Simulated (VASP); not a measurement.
# Li (Im-3m) in VASP: notebook

Li is run at these levels: PBE; tasks: single point, relaxation of cell and atoms.

Program: VASP 6.6.1. These are calculated values, not measurements. Logs are shortened: lines on timing, memory, paths and dates and some standing lists are left out, and cuts for length are marked.

### 1 The cell of the first run

Symmetry: Im-3m, No. 229, cubic system. Conventional cell: a = 3.435 Å, b = 3.435 Å, c = 3.435 Å, α = 90.00°, β = 90.00°, γ = 90.00°. Li (site symmetry m-3m) has 14 Li at 2.98 to 3.44 Å within 3.9 Å.

### 2 Single point, PBE

File INCAR:

```
SYSTEM = Li
ALGO = Fast
EDIFF = 1E-6
ENCUT = 520
GGA = PE
ISIF = 2
ISMEAR = 0
LASPH = .True.
LCHARG = .False.
LREAL = .False.
LWAVE = .False.
NBANDS = 8
NELM = 100
PREC = Accurate
SIGMA = 0.1
```

File KPOINTS:

```
k-points
0
Gamma
  22 22 22
  0 0 0
```

File POSCAR:

```
Li
1.0
   -1.7176386273      1.7176386273      1.7176386273
    1.7176386273     -1.7176386273      1.7176386273
    1.7176386273      1.7176386273     -1.7176386273
Li
1
Direct
    0.0000000000      0.0000000000      0.0000000000
```

Potentials or basis: VASP PAW PBE potentials, release 64 (Li_sv).

Launch:

```console
$ cat potpaw_PBE.64/Li_sv/POTCAR > POTCAR
$ mpirun -np 1 vasp_std > vasp.out
```

OUTCAR:

```text
SYSTEM = Li
   EDIFF = 1E-6
   ENCUT = 520
   GGA = PE
   ISIF = 2
   ISMEAR = 0
   LASPH = .True.
   LREAL = .False.
   NELM = 100
   PREC = Accurate

 ion  position               nearest neighbor table
   1  0.000  0.000  0.000-

  LATTYP: Found a body centered cubic cell.
 ALAT       =     3.4352772546

  Lattice vectors:

 A1 = (  -1.7176386273,   1.7176386273,   1.7176386273)
 A2 = (   1.7176386273,  -1.7176386273,   1.7176386273)
 A3 = (   1.7176386273,   1.7176386273,  -1.7176386273)

Analysis of symmetry for initial positions (statically):
=====================================================================
 Subroutine PRICEL returns:
 Original cell was already a primitive cell.

 Routine SETGRP: Setting up the symmetry group for a
 body centered cubic supercell.

 Subroutine GETGRP returns: Found 48 space group operations
 (whereof 48 operations were pure point group operations)
 out of a pool of 48 trial point group operations.

The static configuration has the point symmetry O_h .

Analysis of symmetry for dynamics (positions and initial velocities):
=====================================================================
 Subroutine PRICEL returns:
 Original cell was already a primitive cell.

 Routine SETGRP: Setting up the symmetry group for a
 body centered cubic supercell.

 Subroutine GETGRP returns: Found 48 space group operations
 (whereof 48 operations were pure point group operations)
 out of a pool of 48 trial point group operations.

The dynamic configuration has the point symmetry O_h .

 Subroutine INISYM returns: Found 48 space group operations
 (whereof 48 operations are pure point group operations),
 and found     1 'primitive' translations

----------------------------------------------------------------------------------------

                                     Primitive cell

  volume of cell :      20.2701

  direct lattice vectors                    reciprocal lattice vectors
    -1.717638627  1.717638627  1.717638627     0.000000000  0.291097319  0.291097319
     1.717638627 -1.717638627  1.717638627     0.291097319  0.000000000  0.291097319
     1.717638627  1.717638627 -1.717638627     0.291097319  0.291097319  0.000000000

  length of vectors
     2.975037372  2.975037372  2.975037372     0.411673777  0.411673777  0.411673777

  position of ions in fractional coordinates (direct lattice)
     0.000000000  0.000000000  0.000000000

  ion indices of the primitive-cell ions
   primitive index   ion index
                 1           1

----------------------------------------------------------------------------------------

 KPOINTS: k-points

Automatic generation of k-mesh.
 Grid dimensions read from file:
 generate k-points for:   22   22   22

 Generating k-lattice:

  Cartesian coordinates                     Fractional coordinates (reciprocal lattice)
     0.000000000  0.013231696  0.013231696     0.045454545  0.000000000  0.000000000
     0.013231696  0.000000000  0.013231696     0.000000000  0.045454545  0.000000000
     0.013231696  0.013231696  0.000000000     0.000000000  0.000000000  0.045454545

  Length of vectors
     0.018712444  0.018712444  0.018712444

  Shift w.r.t. Gamma in fractional coordinates (k-lattice)
     0.000000000  0.000000000  0.000000000

 Subroutine IBZKPT returns following result:
 ===========================================

 Found    328 irreducible k-points:

 Following reciprocal coordinates:
            Coordinates               Weight
  0.000000  0.000000  0.000000      1.000000
  0.045455  0.000000  0.000000     12.000000
  0.090909  0.000000  0.000000     12.000000
  0.136364  0.000000  0.000000     12.000000
  0.181818  0.000000  0.000000     12.000000
  0.227273  0.000000  0.000000     12.000000
[... 16 lines left out ...]
  0.090909  0.090909  0.000000     24.000000
  0.136364  0.090909  0.000000     48.000000
 [... further k-points ...]
   k-points           NKPTS =    328   k-points in BZ     NKDIM =    328   number of bands    NBANDS=      8
   number of dos      NEDOS =    301   number of ions     NIONS =      1
   total plane-waves  NPLWV =  13824
   dimension x,y,z NGX =    24 NGY =   24 NGZ =   24
   dimension x,y,z NGXF=    48 NGYF=   48 NGZF=   48
   ions per type =               1
   NGX,Y,Z   is equivalent  to a cutoff of  13.41, 13.41, 13.41 a.u.
   NGXF,Y,Z  is equivalent  to a cutoff of  26.82, 26.82, 26.82 a.u.
 SYSTEM =  Li
   PREC   = accura    normal or accurate (medium, high low for compatibility)
   ISTART =      0    job   : 0-new  1-cont  2-samecut
   ICHARG =      2    charge: 1-file 2-atom 10-const
   ISPIN  =      1    spin polarized calculation?
   LNONCOLLINEAR =      F non collinear calculations
   LSORBIT =      F    spin-orbit coupling
   LASPH  =      T    aspherical Exc in radial PAW
   ENCUT  =  520.0 eV  38.22 Ry    6.18 a.u.   5.53  5.53  5.53*2*pi/ulx,y,z
   NELM   =    100;   NELMIN=  2; NELMDL= -5     # of ELM steps
   EDIFF  = 0.1E-05   stopping-criterion for ELM
   LREAL  =      F    real-space projection
   EDIFFG = 0.1E-04   stopping-criterion for IOM
   NSW    =      0    number of steps for IOM
   IBRION =     -1    ionic relax: 0-MD 1-quasi-New 2-CG
   NFREE  =      0    steps in history (QN), initial steepest desc. (CG)
   ISIF   =      2    stress and relaxation
   ISYM   =      2    0-nonsym 1-usesym 2-fastsym
   POTIM  = 0.5000    time-step for ionic-motion
   TEBEG  =    0.0;   TEEND  =   0.0 temperature during run
   PSTRESS=    0.0 pullay stress
   NELECT =       3.0000    total number of electrons
   NUPDOWN=      -1.0000    fix difference up-down
   EMIN   =  10.00;   EMAX   =-10.00  energy-range for DOS
   EFERMI =   0.00;   METHOD = LEGACY
   ISMEAR =     0;   SIGMA  =   0.10  broadening in eV -4-tet -1-fermi 0-gaus
   EFERMI_NEDOS =   21; number of points for ismear=-14 and -15
   IALGO  =     68    algorithm
   IMIX   =      4    mixing-type and parameters
     AMIX     =   0.40;   BMIX     =  1.00
     AMIX_MAG =   1.60;   BMIX_MAG =  1.00
  volume/ion in A,a.u.               =      20.27       136.79
  Fermi-wavevector in a.u.,A,eV,Ry     =   0.865958  1.636423 10.202779  0.749883
  Thomas-Fermi vector in A             =   1.984277
   LORBIT       =      0    0 simple, 1 ext, 2 COOP (PROOUT), +10 PAW based schemes
   GGA     = PE    functional components
   LHFCALC =     F    Hartree Fock is set to
   AEXX    =    0.0000 exact exchange contribution
   IVDW    =     0    specifies the selected vdW correction
   LEPSILON=     F    determine dielectric tensor
   LRPA    =     F    only Hartree local field effects (RPA)
 non-spin polarized calculation
 RMM-DIIS sequential band-by-band and
 Gauss-broadening in eV      SIGMA  =   0.10
  energy-cutoff  :      520.00
  volume of cell :       20.27
 maximum number of plane-waves:       567
 NGX is ok and might be reduce to    24
   NGX = 11   NGY = 11   NGZ = 11

 number of electron       3.0000000 magnetization

 Free energy of the ion-electron system (eV)
  ---------------------------------------------------
  ext. energy  EPLUGINS =         0.00000000
  ---------------------------------------------------
  free energy    TOTEN  =        -1.90598520 eV

  energy without entropy =       -1.90360156  energy(sigma->0) =       -1.90479338

 E-fermi :   0.6325     XC(G=0):  -7.0447

 val. band max:        0.6323288500   @ k =   0.4545   0.0000   0.0000
 cond. band min:       0.6363794059   @ k =   0.3182   0.1818   0.0000
 fundamental gap:      0.0040505559
 Fermi energy:         0.6324742979

 k-point     1 :       0.0000    0.0000    0.0000
  band No.  band energies     occupation
      1     -45.9096      2.00000
      2      -2.9357      2.00000
      3      15.2293      0.00000
      4      15.2293      0.00000
      5      15.2294      0.00000
      6      20.0008      0.00000
      7      20.0008      0.00000
      8      20.0012      0.00000

 k-point     2 :       0.0455    0.0000    0.0000
  band No.  band energies     occupation
      1     -45.9092      2.00000
      2      -2.8965      2.00000
      3      14.9660      0.00000
      4      15.0192      0.00000
      5      15.1603      0.00000
      6      19.2569      0.00000
      7      19.3753      0.00000
      8      20.3135      0.00000

 k-point     3 :       0.0909    0.0000    0.0000
  band No.  band energies     occupation
      1     -45.9080      2.00000
      2      -2.7791      2.00000
      3      14.1612      0.00000
      4      14.5106      0.00000
      5      14.9582      0.00000
      6      18.2683      0.00000
      7      18.4552      0.00000
      8      19.9976      0.00000

 k-point     4 :       0.1364    0.0000    0.0000
  band No.  band energies     occupation
      1     -45.9063      2.00000
      2      -2.5836      2.00000
      3      12.9255      0.00000
      4      13.8897      0.00000
      5      14.6443      0.00000
      6      17.5890      0.00000
      7      17.7082      0.00000
      8      19.8181      0.00000

 k-point     5 :       0.1818    0.0000    0.0000
  band No.  band energies     occupation
      1     -45.9040      2.00000
      2      -2.3096      2.00000
      3      11.4958      0.00000
      4      13.2652      0.00000
      5      14.2597      0.00000
      6      16.8136      0.00000
      7      17.4414      0.00000
      8      19.8692      0.00000
[... 177 lines left out ...]
 k-point    22 :       0.4545    0.0455    0.0000
  band No.  band energies     occupation
      1     -45.8901      2.00000
      2       0.8438      0.00280
      3       3.9778      0.00000
      4      10.8280      0.00000
      5      12.0338      0.00000
      6      14.8819      0.00000
      7      17.8212      0.00000
      8      23.1401      0.00000

 k-point    23 :       0.0909    0.0909    0.0000
  band No.  band energies     occupation
      1     -45.9053      2.00000
      2      -2.4661      2.00000
      3      12.8607      0.00000
      4      12.9774      0.00000
      5      14.1276      0.00000
      6      17.5618      0.00000
      7      17.8427      0.00000
      8      19.8909      0.00000

 k-point    24 :       0.1364    0.0909    0.0000
  band No.  band energies     occupation
      1     -45.9030      2.00000
      2      -2.1916      2.00000
      3      11.5076      0.00000
      4      12.3395      0.00000
      5      13.6288      0.00000
      6      17.4018      0.00000
      7      17.6114      0.00000
      8      19.9977      0.00000

 [... further k-points ...]

------------------------ aborting loop because EDIFF is reached ----------------------------------------

  FORCE on cell =-STRESS in cart. coord.  units (eV):
  Direction    XX          YY          ZZ          XY          YZ          ZX
  --------------------------------------------------------------------------------------
  -------------------------------------------------------------------------------------
  Total       -0.0044487     -0.0044487     -0.0044487      0.0000000     -0.0000000      0.0000000
  in kB       -0.3516359     -0.3516359     -0.3516359      0.0000000     -0.0000000      0.0000000
  external PRESSURE =      -0.3516359 kB  Pullay stress =       0.0000000 kB

 VOLUME and BASIS-vectors are now :
 -----------------------------------------------------------------------------
  energy-cutoff  :      520.00
  volume of cell :       20.27
      direct lattice vectors                 reciprocal lattice vectors
    -1.717638627  1.717638627  1.717638627     0.000000000  0.291097319  0.291097319
     1.717638627 -1.717638627  1.717638627     0.291097319  0.000000000  0.291097319
     1.717638627  1.717638627 -1.717638627     0.291097319  0.291097319  0.000000000

 POSITION                                       TOTAL-FORCE (eV/Angst)
 -----------------------------------------------------------------------------------
      0.00000      0.00000      0.00000        -0.000000      0.000000     -0.000000
 -----------------------------------------------------------------------------------
    total drift:                               -0.000000     -0.000000      0.000000

  FREE ENERGIE OF THE ION-ELECTRON SYSTEM (eV)
  ---------------------------------------------------
  free  energy   TOTEN  =        -1.9059852012 eV

  energy  without entropy=       -1.9036015636  energy(sigma->0) =       -1.90479338
```

Wall time 30 s (1 thread of AMD EPYC 9R45 (Zen 5), shared host); peak memory 0.13 GiB.

Results:

```yaml
Free_energy: -1.9060 eV
Band_gap_on_the_k_mesh: zero (an odd number of electrons rules out a gap without spin polarisation)
```

Caveat: the cutoff is under 1.25 times the usual one of these potentials, so pressure, stress and relaxed cells hold a basis-set (Pulay) error.

(Continued in part 2 of 2.)
